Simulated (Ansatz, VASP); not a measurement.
ZrSi4Ru: VASP beside Ansatz

```xyz
6
Lattice="3.7007 0.0000 0.0000 -1.8504 3.2049 0.0000 0.0000 0.0000 8.1062" Properties=species:S:1:pos:R:3 pbc="T T T"
Zr    0.0000    0.0000    4.0531
Si    0.0000    2.1366    6.7793
Si    0.0000    2.1366    1.3269
Si    1.8504    1.0683    1.3269
Si    1.8504    1.0683    6.7793
Ru    0.0000    0.0000    0.0000
```

Alike in both runs: task relaxation of cell and atoms; functional PBE; k mesh 6 × 6 × 2; occupations gaussian, width 0.1 eV; no spin polarisation.

|  | VASP | Ansatz |
| --- | --- | --- |
| version | VASP 6.6.1 | Ansatz 0.2.0 |
| potentials or method | VASP PAW PBE potentials, release 64 (Zr_sv, Si, Ru_pv), cutoff 600 eV | scalar-relativistic, plane waves, PAW |
| valence electrons in the cell | 42 | 44 |

```tsv
	VASP	Ansatz	Ansatz less VASP
gap on the k mesh at the Fermi level, each at its own relaxed structure (eV)	none	none	-
relaxed volume (Å³/atom)	14.92	14.88	-0.036
relaxed cell length with the largest relative difference (Å)	5.929	5.921	-0.0079
```

A gap of «none» marks a metal or a gap that the smearing closes. VASP's potentials hold 42 valence electrons a cell and Ansatz's 44, so a difference there can come from the potentials and not from the codes.

The k mesh is coarse, so the values compare programs but aren't converged.
